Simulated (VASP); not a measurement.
# SrCl2 (Fm-3m) in VASP: notebook

SrCl2 is run at these levels: PBE0, r2SCANh; tasks: single point.

All numbers are computed with VASP 6.6.1; they aren't measurements. Logs are shortened: lines on timing, memory, paths and dates and some standing lists are left out, and cuts for length are marked.

### 1 The cell of the first run

The structure is cubic, space group Fm-3m (No. 225). The conventional cell has a = 6.995 Å, b = 6.995 Å, c = 6.995 Å, α = 90.00°, β = 90.00°, γ = 90.00°. Sr (site symmetry m-3m) has 8 Cl at 3.03 Å within 4.0 Å. Within 4.0 Å of Cl (site symmetry -43m) lie 4 Sr at 3.03 Å and 6 Cl at 3.50 Å.

### 2 Single point, PBE0

POSCAR reads:

```
SrCl2
1.0
    0.0000000000      3.4976593225      3.4976593225
    3.4976593225      0.0000000000      3.4976593225
    3.4976593225      3.4976593225      0.0000000000
Sr Cl
1 2
Direct
    0.0000000000      0.0000000000      0.0000000000
    0.7500000000      0.7500000000      0.7500000000
    0.2500000000      0.2500000000      0.2500000000
```

INCAR.step1 reads:

```
  PREC = Accurate
  ENCUT = 520
  EDIFF = 1E-5
  ISMEAR = 0
  SIGMA = 0.01
  LREAL = F
  LASPH = T
  NELM = 80
  ALGO = Normal
  ISIF = 2
  LWAVE = T
  LCHARG = F
  NBANDS = 19
  GGA = PE
```

INCAR.step2 reads:

```
  PREC = Accurate
  ENCUT = 520
  EDIFF = 1E-6
  ISMEAR = 0
  SIGMA = 0.01
  LREAL = F
  LASPH = T
  NELM = 80
  ALGO = Normal
  ISIF = 2
  LWAVE = F
  LCHARG = F
  GGA = PE
  LHFCALC = T
  AEXX = 0.25
  PRECFOCK = Normal
  NBANDS = 19
  ISTART = 1
```

KPOINTS reads:

```
regular mesh
0
Gamma
  4 4 4
```

Potentials or basis: VASP PAW PBE potentials, release 64 (Sr_sv, Cl).

The run is started by

```sh
$ cat potpaw_PBE.64/Sr_sv/POTCAR potpaw_PBE.64/Cl/POTCAR > POTCAR
$ cp INCAR.step1 INCAR
$ mpirun -np 1 vasp_std > vasp.out
$ cp INCAR.step2 INCAR
$ mpirun -np 1 vasp_std > vasp.out
```

OUTCAR:

```text
PREC = Accurate
   ENCUT = 520
   EDIFF = 1E-6
   ISMEAR = 0
   LREAL = F
   LASPH = T
   NELM = 80
   ISIF = 2
   GGA = PE
   LHFCALC = T
   AEXX = 0.25
   PRECFOCK = Normal
   ISTART = 1

 ion  position               nearest neighbor table
   1  0.000  0.000  0.000-   2 3.03   2 3.03   2 3.03   2 3.03   3 3.03   3 3.03   3 3.03   3 3.03

   2  0.750  0.750  0.750-   1 3.03   1 3.03   1 3.03   1 3.03
   3  0.250  0.250  0.250-   1 3.03   1 3.03   1 3.03   1 3.03

  LATTYP: Found a face centered cubic cell.
 ALAT       =     6.9953186450

  Lattice vectors:

 A1 = (   0.0000000000,   3.4976593225,   3.4976593225)
 A2 = (   3.4976593225,   0.0000000000,   3.4976593225)
 A3 = (   3.4976593225,   3.4976593225,   0.0000000000)

Analysis of symmetry for initial positions (statically):
=====================================================================
 Subroutine PRICEL returns:
 Original cell was already a primitive cell.

 Routine SETGRP: Setting up the symmetry group for a
 face centered cubic supercell.

 Subroutine GETGRP returns: Found 48 space group operations
 (whereof 48 operations were pure point group operations)
 out of a pool of 48 trial point group operations.

The static configuration has the point symmetry O_h .

Analysis of symmetry for dynamics (positions and initial velocities):
=====================================================================
 Subroutine PRICEL returns:
 Original cell was already a primitive cell.

 Routine SETGRP: Setting up the symmetry group for a
 face centered cubic supercell.

 Subroutine GETGRP returns: Found 48 space group operations
 (whereof 48 operations were pure point group operations)
 out of a pool of 48 trial point group operations.

The dynamic configuration has the point symmetry O_h .

 Subroutine INISYM returns: Found 48 space group operations
 (whereof 48 operations are pure point group operations),
 and found     1 'primitive' translations

----------------------------------------------------------------------------------------

                                     Primitive cell

  volume of cell :      85.5781

  direct lattice vectors                    reciprocal lattice vectors
     0.000000000  3.497659323  3.497659323    -0.142952745  0.142952745  0.142952745
     3.497659323  0.000000000  3.497659323     0.142952745 -0.142952745  0.142952745
     3.497659323  3.497659323  0.000000000     0.142952745  0.142952745 -0.142952745

  length of vectors
     4.946437250  4.946437250  4.946437250     0.247601417  0.247601417  0.247601417

  position of ions in fractional coordinates (direct lattice)
     0.000000000  0.000000000  0.000000000
     0.750000000  0.750000000  0.750000000
     0.250000000  0.250000000  0.250000000

  ion indices of the primitive-cell ions
   primitive index   ion index
                 1           1
                 2           2
                 3           3

----------------------------------------------------------------------------------------

 KPOINTS: regular mesh

Automatic generation of k-mesh.
 Grid dimensions read from file:
 generate k-points for:    4    4    4

 Generating k-lattice:

  Cartesian coordinates                     Fractional coordinates (reciprocal lattice)
    -0.035738186  0.035738186  0.035738186     0.250000000  0.000000000  0.000000000
     0.035738186 -0.035738186  0.035738186     0.000000000  0.250000000  0.000000000
     0.035738186  0.035738186 -0.035738186     0.000000000  0.000000000  0.250000000

  Length of vectors
     0.061900354  0.061900354  0.061900354

  Shift w.r.t. Gamma in fractional coordinates (k-lattice)
     0.000000000  0.000000000  0.000000000

 Subroutine IBZKPT returns following result:
 ===========================================

 Found      8 irreducible k-points:

 Following reciprocal coordinates:
            Coordinates               Weight
  0.000000  0.000000  0.000000      1.000000
  0.250000  0.000000  0.000000      8.000000
  0.500000  0.000000  0.000000      4.000000
  0.250000  0.250000  0.000000      6.000000
  0.500000  0.250000  0.000000     24.000000
 -0.250000  0.250000  0.000000     12.000000
  0.500000  0.500000  0.000000      3.000000
 -0.250000  0.500000  0.250000      6.000000
   k-points           NKPTS =      8   k-points in BZ     NKDIM =     64   number of bands    NBANDS=     19
   number of dos      NEDOS =    301   number of ions     NIONS =      3
   total plane-waves  NPLWV =  64000
   dimension x,y,z NGX =    40 NGY =   40 NGZ =   40
   dimension x,y,z NGXF=    80 NGYF=   80 NGZF=   80
   ions per type =               1   2
   NGX,Y,Z   is equivalent  to a cutoff of  13.44, 13.44, 13.44 a.u.
   NGXF,Y,Z  is equivalent  to a cutoff of  26.89, 26.89, 26.89 a.u.
 SYSTEM =  unknown system
   PREC   = accura    normal or accurate (medium, high low for compatibility)
   ISTART =      1    job   : 0-new  1-cont  2-samecut
   ICHARG =      0    charge: 1-file 2-atom 10-const
   ISPIN  =      1    spin polarized calculation?
   LNONCOLLINEAR =      F non collinear calculations
   LSORBIT =      F    spin-orbit coupling
   LASPH  =      T    aspherical Exc in radial PAW
   ENCUT  =  520.0 eV  38.22 Ry    6.18 a.u.   9.20  9.20  9.20*2*pi/ulx,y,z
   NELM   =     80;   NELMIN=  2; NELMDL=  0     # of ELM steps
   EDIFF  = 0.1E-05   stopping-criterion for ELM
   LREAL  =      F    real-space projection
   EDIFFG = 0.1E-04   stopping-criterion for IOM
   NSW    =      0    number of steps for IOM
   IBRION =     -1    ionic relax: 0-MD 1-quasi-New 2-CG
   NFREE  =      0    steps in history (QN), initial steepest desc. (CG)
   ISIF   =      2    stress and relaxation
   ISYM   =      3    0-nonsym 1-usesym 2-fastsym
   POTIM  = 0.5000    time-step for ionic-motion
   TEBEG  =    0.0;   TEEND  =   0.0 temperature during run
   PSTRESS=    0.0 pullay stress
   NELECT =      24.0000    total number of electrons
   NUPDOWN=      -1.0000    fix difference up-down
   EMIN   =  10.00;   EMAX   =-10.00  energy-range for DOS
   EFERMI =   0.00;   METHOD = LEGACY
   ISMEAR =     0;   SIGMA  =   0.01  broadening in eV -4-tet -1-fermi 0-gaus
   EFERMI_NEDOS =   21; number of points for ismear=-14 and -15
   IALGO  =     38    algorithm
   IMIX   =      1    mixing-type and parameters
     AMIX     =   0.40;   BMIX     =  1.00
     AMIX_MAG =   1.60;   BMIX_MAG =  1.00
  volume/ion in A,a.u.               =      28.53       192.50
  Fermi-wavevector in a.u.,A,eV,Ry     =   1.071580  2.024992 15.623334  1.148283
  Thomas-Fermi vector in A             =   2.207324
   LORBIT       =      0    0 simple, 1 ext, 2 COOP (PROOUT), +10 PAW based schemes
   GGA     = PE    functional components
   LHFCALC =     T    Hartree Fock is set to
   PRECFOCK=normal    Normal, Fast or Accurate (Low or Medium for compatibility)
   ENCUT4O =  -1.0   cutoff for four orbital integrals eV
   NKREDX  =     1    reduce k-point grid by
   NKREDY  =     1    reduce k-point grid by
   NKREDZ  =     1    reduce k-point grid by
   AEXX    =    0.2500 exact exchange contribution
   HFSCREEN=    0.0000 screening length (either q_TF or 0.3 A-1)
   HFSCREENC=   0.0000 screening length for correlation (either q_TF or 0.3 A-1)
   ENCUTFOCK=  -1.0 apply spherical cutoff to Coloumb kernel
   IVDW    =     0    specifies the selected vdW correction
   LEPSILON=     F    determine dielectric tensor
   LRPA    =     F    only Hartree local field effects (RPA)
 non-spin polarized calculation
 Gauss-broadening in eV      SIGMA  =   0.01
  energy-cutoff  :      520.00
  volume of cell :       85.58
 maximum number of plane-waves:      2332
 NGX is ok and might be reduce to    40
  NGX = 28; NGY = 28; NGZ = 28

 number of electron      24.0000002 magnetization

 Free energy of the ion-electron system (eV)
  ---------------------------------------------------
  ext. energy  EPLUGINS =         0.00000000
  ---------------------------------------------------
  free energy    TOTEN  =       -15.53334349 eV

  energy without entropy =      -15.53334349  energy(sigma->0) =      -15.53334349

 E-fermi :  -1.1444     XC(G=0):  -6.4993

 val. band max:       -1.2217870029   @ k =   0.5000   0.5000   0.0000
 cond. band min:       6.0998653826   @ k =   0.0000   0.0000   0.0000
 fundamental gap:      7.3216523855
 Fermi energy:        -1.1443923234

 k-point     1 :       0.0000    0.0000    0.0000
  band No.  band energies     occupation
      1     -36.2320      2.00000
      2     -16.9369      2.00000
      3     -16.9369      2.00000
      4     -16.9369      2.00000
      5     -15.7846      2.00000
      6     -14.8749      2.00000
[... 11 lines left out ...]
     18       9.9017      0.00000
     19      10.5473      0.00000

 k-point     2 :       0.2500    0.0000    0.0000
  band No.  band energies     occupation
      1     -36.2302      2.00000
      2     -17.1680      2.00000
      3     -16.9453      2.00000
      4     -16.9453      2.00000
      5     -15.4457      2.00000
      6     -14.9685      2.00000
[... 11 lines left out ...]
     18       9.7278      0.00000
     19      10.6841      0.00000

 k-point     3 :       0.5000    0.0000    0.0000
  band No.  band energies     occupation
      1     -36.2285      2.00000
      2     -17.3200      2.00000
      3     -16.9538      2.00000
      4     -16.9538      2.00000
      5     -15.3575      2.00000
      6     -14.8770      2.00000
[... 11 lines left out ...]
     18       9.7790      0.00000
     19       9.7790      0.00000

 k-point     4 :       0.2500    0.2500    0.0000
  band No.  band energies     occupation
      1     -36.2296      2.00000
      2     -17.2208      2.00000
      3     -16.9569      2.00000
      4     -16.9569      2.00000
      5     -15.2907      2.00000
      6     -15.0423      2.00000
[... 11 lines left out ...]
     18       9.6180      0.00000
     19      10.0696      0.00000

 k-point     5 :       0.5000    0.2500    0.0000
  band No.  band energies     occupation
      1     -36.2279      2.00000
      2     -17.2957      2.00000
      3     -17.0615      2.00000
      4     -16.9653      2.00000
      5     -15.1511      2.00000
      6     -14.9736      2.00000
[... 11 lines left out ...]
     18       9.9314      0.00000
     19      10.7047      0.00000

 k-point     6 :      -0.2500    0.2500    0.0000
  band No.  band energies     occupation
      1     -36.2285      2.00000
      2     -17.2265      2.00000
      3     -17.0873      2.00000
      4     -16.9538      2.00000
      5     -15.1612      2.00000
      6     -15.0285      2.00000
[... 11 lines left out ...]
     18       9.6960      0.00000
     19      10.9318      0.00000

 k-point     7 :       0.5000    0.5000    0.0000
  band No.  band energies     occupation
      1     -36.2273      2.00000
      2     -17.4045      2.00000
      3     -16.9767      2.00000
      4     -16.9767      2.00000
      5     -15.1986      2.00000
      6     -14.8767      2.00000
[... 11 lines left out ...]
     18       9.5370      0.00000
     19      10.9777      0.00000

 k-point     8 :      -0.2500    0.5000    0.2500
  band No.  band energies     occupation
      1     -36.2273      2.00000
      2     -17.2097      2.00000
      3     -17.2097      2.00000
      4     -16.9771      2.00000
      5     -15.0187      2.00000
      6     -15.0187      2.00000
[... 11 lines left out ...]
     18      10.5585      0.00000
     19      11.6474      0.00000

------------------------ aborting loop because EDIFF is reached ----------------------------------------

  FORCE on cell =-STRESS in cart. coord.  units (eV):
  Direction    XX          YY          ZZ          XY          YZ          ZX
  --------------------------------------------------------------------------------------
  -------------------------------------------------------------------------------------
  Total        0.0781900      0.0781900      0.0781900      0.0000000      0.0000000     -0.0000000
  in kB        1.4638600      1.4638600      1.4638600      0.0000000      0.0000000     -0.0000000
  external PRESSURE =       1.4638600 kB  Pullay stress =       0.0000000 kB

 VOLUME and BASIS-vectors are now :
 -----------------------------------------------------------------------------
  energy-cutoff  :      520.00
  volume of cell :       85.58
      direct lattice vectors                 reciprocal lattice vectors
     0.000000000  3.497659323  3.497659323    -0.142952745  0.142952745  0.142952745
     3.497659323  0.000000000  3.497659323     0.142952745 -0.142952745  0.142952745
     3.497659323  3.497659323  0.000000000     0.142952745  0.142952745 -0.142952745

 POSITION                                       TOTAL-FORCE (eV/Angst)
 -----------------------------------------------------------------------------------
      0.00000      0.00000      0.00000        -0.000000     -0.000000      0.000000
      5.24649      5.24649      5.24649        -0.000000     -0.000000     -0.000000
      1.74883      1.74883      1.74883         0.000000      0.000000      0.000000
 -----------------------------------------------------------------------------------
    total drift:                                0.000000     -0.000000     -0.000000

  FREE ENERGIE OF THE ION-ELECTRON SYSTEM (eV)
  ---------------------------------------------------
  free  energy   TOTEN  =       -15.5333434884 eV

  energy  without entropy=      -15.5333434884  energy(sigma->0) =      -15.53334349
```

It took 11 min on 1 thread of AMD EPYC 7R13 (Zen 3), shared host; peak memory 0.22 GiB.

Results:

```yaml
Free_energy: -15.5333 eV
Pressure: 0.1 GPa
Band_gap_on_the_k_mesh: 7.32 eV (least direct gap 7.58 eV)
```

Caveat: the PAW data sets were made with another functional, which shifts forces and pressure a little.

### 3 Single point, r2SCANh

POSCAR is that of step 2.

INCAR.step1 reads:

```
ALGO = Normal ; EDIFF = 1E-5
ENCUT = 520 ; GGA = PE
ISIF = 2 ; ISMEAR = 0
LASPH = True ; LCHARG = False
LREAL = False ; LWAVE = True
NBANDS = 19 ; NELM = 100
PREC = Accurate ; SIGMA = 0.01
```

INCAR.step2 reads:

```
AEXX = 0.1 ; ALGO = Normal
EDIFF = 1E-6 ; ENCUT = 520
ISIF = 2 ; ISMEAR = 0
ISTART = 1 ; LASPH = True
LCHARG = False ; LHFCALC = True
LMIXTAU = True ; LREAL = False
LWAVE = False ; METAGGA = R2SCAN
NBANDS = 19 ; NELM = 100
PREC = Accurate ; PRECFOCK = Normal
SIGMA = 0.01
```

KPOINTS reads:

```
k-points
0
Gamma
  4 4 4
```

Potentials or basis: VASP PAW PBE potentials, release 64 (Sr_sv, Cl).

The run is started by

```sh
$ cat potpaw_PBE.64/Sr_sv/POTCAR potpaw_PBE.64/Cl/POTCAR > POTCAR
$ cp INCAR.step1 INCAR
$ mpirun -np 1 vasp_std > vasp.out
$ cp INCAR.step2 INCAR
$ mpirun -np 1 vasp_std > vasp.out
```

Wall time 13 min (1 thread of AMD EPYC 7R13 (Zen 3), shared host); peak memory 0.24 GiB.

It converged, with:

* Free energy: -34.5143 eV
* Pressure: -0.1 GPa
* Band gap on the k mesh: 6.62 eV (least direct gap 6.73 eV)

Levels at points of the mesh, in eV from the valence-band top:
| k point | band 9 | band 10 | band 11 | band 12 | band 13 | band 14 | band 15 | band 16 |
| --- | --- | --- | --- | --- | --- | --- | --- | --- |
| (0.00, 0.00, 0.00) | -2.19 | -0.36 | -0.36 | -0.36 | 6.62 | 7.47 | 7.47 | 10.35 |
| (0.50, 0.00, 0.00) | -1.52 | -1.37 | -1.10 | -1.10 | 8.09 | 8.09 | 8.93 | 9.06 |
| (0.50, 0.50, 0.00) | -1.97 | -0.40 | -0.40 | 0.00 | 6.73 | 8.57 | 9.05 | 9.53 |

Caveat: the PAW data sets were made with another functional, which shifts forces and pressure a little. A k mesh can miss the band edges.
